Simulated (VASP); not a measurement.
# GaAs (zincblende type) (F-43m) in VASP: single point with PBE

Aim: the single point of GaAs (zincblende type) with PBE.

Everything below comes from runs of VASP 6.6.1. Logs are shortened: lines on timing, memory, paths and dates and some standing lists are left out, and cuts for length are marked.

## Step 1: The cell of the first run

It takes space group F-43m (No. 216, cubic). Conventional cell: a = 5.746 Å, b = 5.746 Å, c = 5.746 Å, α = 90.00°, β = 90.00°, γ = 90.00°. Within 3.3 Å of Ga (site symmetry -43m) lie 4 As at 2.49 Å. As (site symmetry -43m) has 4 Ga at 2.49 Å within 3.3 Å.

## Step 2: Single point, PBE

Input file INCAR:

```
ALGO     = Normal         # electronic algorithm
EDIFF    = 1E-7           # SCF threshold, eV
ENCUT    = 520            # plane-wave cutoff, eV
GGA      = PE             # functional
ISIF     = 2              # what is computed and relaxed
ISMEAR   = -1             # smearing method
LASPH    = True           # aspherical terms in the spheres
LCHARG   = False          # write CHGCAR
LREAL    = False          # projectors in reciprocal space
LWAVE    = False          # write WAVECAR
NBANDS   = 16             # bands
NELM     = 80             # most SCF steps
PREC     = Accurate       # precision mode
SIGMA    = 0.05           # smearing width, eV
```

Input file KPOINTS:

```
k-points
0
Gamma
  13 13 13
```

Input file POSCAR:

```
GaAs
1.0
    0.0000000000      2.8727848245      2.8727848245
    2.8727848245      0.0000000000      2.8727848245
    2.8727848245      2.8727848245      0.0000000000
Ga As
1 1
Direct
    0.0000000000      0.0000000000      0.0000000000
    0.2500000000      0.2500000000      0.2500000000
```

Potentials or basis: VASP PAW PBE potentials, release 64 (Ga_d, As).

Started as:

```sh
$ cat potpaw_PBE.64/Ga_d/POTCAR potpaw_PBE.64/As/POTCAR > POTCAR
$ mpirun -np 1 vasp_std > vasp.out
```

OUTCAR:

```text
EDIFF = 1E-7
   ENCUT = 520
   GGA = PE
   ISIF = 2
   ISMEAR = -1
   LASPH = True
   LREAL = False
   NELM = 80
   PREC = Accurate

 ion  position               nearest neighbor table
   1  0.000  0.000  0.000-   2 2.49   2 2.49   2 2.49   2 2.49
   2  0.250  0.250  0.250-   1 2.49   1 2.49   1 2.49   1 2.49

  LATTYP: Found a face centered cubic cell.
 ALAT       =     5.7455696490

  Lattice vectors:

 A1 = (   0.0000000000,   2.8727848245,   2.8727848245)
 A2 = (   2.8727848245,   0.0000000000,   2.8727848245)
 A3 = (   2.8727848245,   2.8727848245,   0.0000000000)

Analysis of symmetry for initial positions (statically):
=====================================================================
 Subroutine PRICEL returns:
 Original cell was already a primitive cell.

 Routine SETGRP: Setting up the symmetry group for a
 face centered cubic supercell.

 Subroutine GETGRP returns: Found 24 space group operations
 (whereof 24 operations were pure point group operations)
 out of a pool of 48 trial point group operations.

The static configuration has the point symmetry T_d .

Analysis of symmetry for dynamics (positions and initial velocities):
=====================================================================
 Subroutine PRICEL returns:
 Original cell was already a primitive cell.

 Routine SETGRP: Setting up the symmetry group for a
 face centered cubic supercell.

 Subroutine GETGRP returns: Found 24 space group operations
 (whereof 24 operations were pure point group operations)
 out of a pool of 48 trial point group operations.

The dynamic configuration has the point symmetry T_d .

 Subroutine INISYM returns: Found 24 space group operations
 (whereof 24 operations are pure point group operations),
 and found     1 'primitive' translations

----------------------------------------------------------------------------------------

                                     Primitive cell

  volume of cell :      47.4176

  direct lattice vectors                    reciprocal lattice vectors
     0.000000000  2.872784825  2.872784825    -0.174047146  0.174047146  0.174047146
     2.872784825  0.000000000  2.872784825     0.174047146 -0.174047146  0.174047146
     2.872784825  2.872784825  0.000000000     0.174047146  0.174047146 -0.174047146

  length of vectors
     4.062731261  4.062731261  4.062731261     0.301458500  0.301458500  0.301458500

  position of ions in fractional coordinates (direct lattice)
     0.000000000  0.000000000  0.000000000
     0.250000000  0.250000000  0.250000000

  ion indices of the primitive-cell ions
   primitive index   ion index
                 1           1
                 2           2

----------------------------------------------------------------------------------------

 KPOINTS: k-points

Automatic generation of k-mesh.
 Grid dimensions read from file:
 generate k-points for:   13   13   13

 Generating k-lattice:

  Cartesian coordinates                     Fractional coordinates (reciprocal lattice)
    -0.013388242  0.013388242  0.013388242     0.076923077  0.000000000  0.000000000
     0.013388242 -0.013388242  0.013388242     0.000000000  0.076923077  0.000000000
     0.013388242  0.013388242 -0.013388242     0.000000000  0.000000000  0.076923077

  Length of vectors
     0.023189115  0.023189115  0.023189115

  Shift w.r.t. Gamma in fractional coordinates (k-lattice)
     0.000000000  0.000000000  0.000000000

 Subroutine IBZKPT returns following result:
 ===========================================

 Found     84 irreducible k-points:

 Following reciprocal coordinates:
            Coordinates               Weight
  0.000000  0.000000  0.000000      1.000000
  0.076923  0.000000  0.000000      8.000000
  0.153846  0.000000  0.000000      8.000000
  0.230769  0.000000  0.000000      8.000000
  0.307692  0.000000  0.000000      8.000000
  0.384615  0.000000  0.000000      8.000000
[... 16 lines left out ...]
  0.384615  0.153846  0.000000     24.000000
  0.461538  0.153846  0.000000     24.000000
 [... further k-points ...]
   k-points           NKPTS =     84   k-points in BZ     NKDIM =     84   number of bands    NBANDS=     16
   number of dos      NEDOS =    301   number of ions     NIONS =      2
   total plane-waves  NPLWV =  27000
   dimension x,y,z NGX =    30 NGY =   30 NGZ =   30
   dimension x,y,z NGXF=    60 NGYF=   60 NGZF=   60
   ions per type =               1   1
   NGX,Y,Z   is equivalent  to a cutoff of  12.28, 12.28, 12.28 a.u.
   NGXF,Y,Z  is equivalent  to a cutoff of  24.55, 24.55, 24.55 a.u.
 SYSTEM =  unknown system
   PREC   = accura    normal or accurate (medium, high low for compatibility)
   ISTART =      0    job   : 0-new  1-cont  2-samecut
   ICHARG =      2    charge: 1-file 2-atom 10-const
   ISPIN  =      1    spin polarized calculation?
   LNONCOLLINEAR =      F non collinear calculations
   LSORBIT =      F    spin-orbit coupling
   LASPH  =      T    aspherical Exc in radial PAW
   ENCUT  =  520.0 eV  38.22 Ry    6.18 a.u.   7.55  7.55  7.55*2*pi/ulx,y,z
   NELM   =     80;   NELMIN=  2; NELMDL= -5     # of ELM steps
   EDIFF  = 0.1E-06   stopping-criterion for ELM
   LREAL  =      F    real-space projection
   EDIFFG = 0.1E-05   stopping-criterion for IOM
   NSW    =      0    number of steps for IOM
   IBRION =     -1    ionic relax: 0-MD 1-quasi-New 2-CG
   NFREE  =      0    steps in history (QN), initial steepest desc. (CG)
   ISIF   =      2    stress and relaxation
   ISYM   =      2    0-nonsym 1-usesym 2-fastsym
   POTIM  = 0.5000    time-step for ionic-motion
   TEBEG  =    0.0;   TEEND  =   0.0 temperature during run
   PSTRESS=    0.0 pullay stress
   NELECT =      18.0000    total number of electrons
   NUPDOWN=      -1.0000    fix difference up-down
   EMIN   =  10.00;   EMAX   =-10.00  energy-range for DOS
   EFERMI =   0.00;   METHOD = LEGACY
   ISMEAR =    -1;   SIGMA  =   0.05  broadening in eV -4-tet -1-fermi 0-gaus
   EFERMI_NEDOS =   21; number of points for ismear=-14 and -15
   IALGO  =     38    algorithm
   IMIX   =      4    mixing-type and parameters
     AMIX     =   0.40;   BMIX     =  1.00
     AMIX_MAG =   1.60;   BMIX_MAG =  1.00
  volume/ion in A,a.u.               =      23.71       159.99
  Fermi-wavevector in a.u.,A,eV,Ry     =   1.185366  2.240017 19.117454  1.405093
  Thomas-Fermi vector in A             =   2.321561
   LORBIT       =      0    0 simple, 1 ext, 2 COOP (PROOUT), +10 PAW based schemes
   GGA     = PE    functional components
   LHFCALC =     F    Hartree Fock is set to
   AEXX    =    0.0000 exact exchange contribution
   IVDW    =     0    specifies the selected vdW correction
   LEPSILON=     F    determine dielectric tensor
   LRPA    =     F    only Hartree local field effects (RPA)
 non-spin polarized calculation
  energy-cutoff  :      520.00
  volume of cell :       47.42
 maximum number of plane-waves:      1303
   NGX = 15   NGY = 15   NGZ = 15

 number of electron      17.9999987 magnetization

 Free energy of the ion-electron system (eV)
  ---------------------------------------------------
  ext. energy  EPLUGINS =         0.00000000
  ---------------------------------------------------
  free energy    TOTEN  =        -8.27652429 eV

  energy without entropy =       -8.27639624  energy(sigma->0) =       -8.27646027

 E-fermi :   3.6334     XC(G=0):  -9.3725

 val. band max:        3.4880835758   @ k =   0.0000   0.0000   0.0000
 cond. band min:       3.6509188867   @ k =   0.0000   0.0000   0.0000
 fundamental gap:      0.1628353109
 Fermi energy:         3.6334247636

 k-point     1 :       0.0000    0.0000    0.0000
  band No.  band energies     occupation
      1     -11.2369      2.00000
      2     -11.2369      2.00000
      3     -11.2369      2.00000
      4     -11.1688      2.00000
      5     -11.1688      2.00000
      6      -8.9008      2.00000
[... 8 lines left out ...]
     15      13.4918      0.00000
     16      13.4918      0.00000

 k-point     2 :       0.0769    0.0000    0.0000
  band No.  band energies     occupation
      1     -11.2411      2.00000
      2     -11.2357      2.00000
      3     -11.2357      2.00000
      4     -11.1689      2.00000
      5     -11.1689      2.00000
      6      -8.8359      2.00000
[... 8 lines left out ...]
     15      13.0425      0.00000
     16      13.0425      0.00000

 k-point     3 :       0.1538    0.0000    0.0000
  band No.  band energies     occupation
      1     -11.2523      2.00000
      2     -11.2325      2.00000
      3     -11.2325      2.00000
      4     -11.1689      2.00000
      5     -11.1689      2.00000
      6      -8.6459      2.00000
[... 8 lines left out ...]
     15      12.5230      0.00000
     16      12.5230      0.00000

 k-point     4 :       0.2308    0.0000    0.0000
  band No.  band energies     occupation
      1     -11.2674      2.00000
      2     -11.2284      2.00000
      3     -11.2284      2.00000
      4     -11.1687      2.00000
      5     -11.1687      2.00000
      6      -8.3466      2.00000
[... 8 lines left out ...]
     15      12.3944      0.00000
     16      12.4082      0.00000

 k-point     5 :       0.3077    0.0000    0.0000
  band No.  band energies     occupation
      1     -11.2825      2.00000
      2     -11.2245      2.00000
      3     -11.2245      2.00000
      4     -11.1678      2.00000
      5     -11.1678      2.00000
      6      -7.9710      2.00000
[... 8 lines left out ...]
     15      12.7929      0.00000
     16      12.7929      0.00000

 k-point     6 :       0.3846    0.0000    0.0000
  band No.  band energies     occupation
      1     -11.2944      2.00000
      2     -11.2218      2.00000
      3     -11.2218      2.00000
      4     -11.1666      2.00000
      5     -11.1666      2.00000
      6      -7.5866      2.00000
[... 8 lines left out ...]
     15      13.6654      0.00000
     16      13.6654      0.00000
[... 267 lines left out ...]
 k-point    21 :       0.2308    0.1538    0.0000
  band No.  band energies     occupation
      1     -11.2729      2.00000
      2     -11.2244      2.00000
      3     -11.2238      2.00000
      4     -11.1741      2.00000
      5     -11.1654      2.00000
      6      -8.3379      2.00000
[... 8 lines left out ...]
     15      13.4742      0.00000
     16      13.8438      0.00000

 k-point    22 :       0.3077    0.1538    0.0000
  band No.  band energies     occupation
      1     -11.2851      2.00000
      2     -11.2213      2.00000
      3     -11.2195      2.00000
      4     -11.1747      2.00000
      5     -11.1645      2.00000
      6      -8.0180      2.00000
[... 8 lines left out ...]
     15      13.8827      0.00000
     16      13.9985      0.00000

 k-point    23 :       0.3846    0.1538    0.0000
  band No.  band energies     occupation
      1     -11.2959      2.00000
      2     -11.2190      2.00000
      3     -11.2164      2.00000
      4     -11.1740      2.00000
      5     -11.1639      2.00000
      6      -7.6427      2.00000
[... 8 lines left out ...]
     15      13.8819      0.00000
     16      14.6246      0.00000

 k-point    24 :       0.4615    0.1538    0.0000
  band No.  band energies     occupation
      1     -11.3032      2.00000
      2     -11.2178      2.00000
      3     -11.2147      2.00000
      4     -11.1721      2.00000
      5     -11.1640      2.00000
      6      -7.2960      2.00000
[... 8 lines left out ...]
     15      14.5511      0.00000
     16      15.3930      0.00000

 [... further k-points ...]
[... 5 lines left out ...]
  --------------------------------------------------------------------------------------
  -------------------------------------------------------------------------------------
  Total        0.0532828      0.0532828      0.0532828      0.0000000      0.0000000      0.0000000
  in kB        1.8003542      1.8003542      1.8003542      0.0000000      0.0000000      0.0000000
  external PRESSURE =       1.8003542 kB  Pullay stress =       0.0000000 kB

 VOLUME and BASIS-vectors are now :
 -----------------------------------------------------------------------------
  energy-cutoff  :      520.00
  volume of cell :       47.42
      direct lattice vectors                 reciprocal lattice vectors
     0.000000000  2.872784825  2.872784825    -0.174047146  0.174047146  0.174047146
     2.872784825  0.000000000  2.872784825     0.174047146 -0.174047146  0.174047146
     2.872784825  2.872784825  0.000000000     0.174047146  0.174047146 -0.174047146

 POSITION                                       TOTAL-FORCE (eV/Angst)
 -----------------------------------------------------------------------------------
      0.00000      0.00000      0.00000        -0.000000     -0.000000     -0.000000
      1.43639      1.43639      1.43639         0.000000      0.000000      0.000000
 -----------------------------------------------------------------------------------
    total drift:                                0.000002      0.000002      0.000002

  FREE ENERGIE OF THE ION-ELECTRON SYSTEM (eV)
  ---------------------------------------------------
  free  energy   TOTEN  =        -8.2765242897 eV

  energy  without entropy=       -8.2763962425  energy(sigma->0) =       -8.27646027
```

Wall time 56 s (1 thread of Intel Xeon Platinum 8488C (Sapphire Rapids), shared host); peak memory 0.21 GiB.

Results:

```
Free energy            : -8.2765 eV
Pressure               : 0.2 GPa
Band gap on the k mesh : 0.16 eV, direct
```
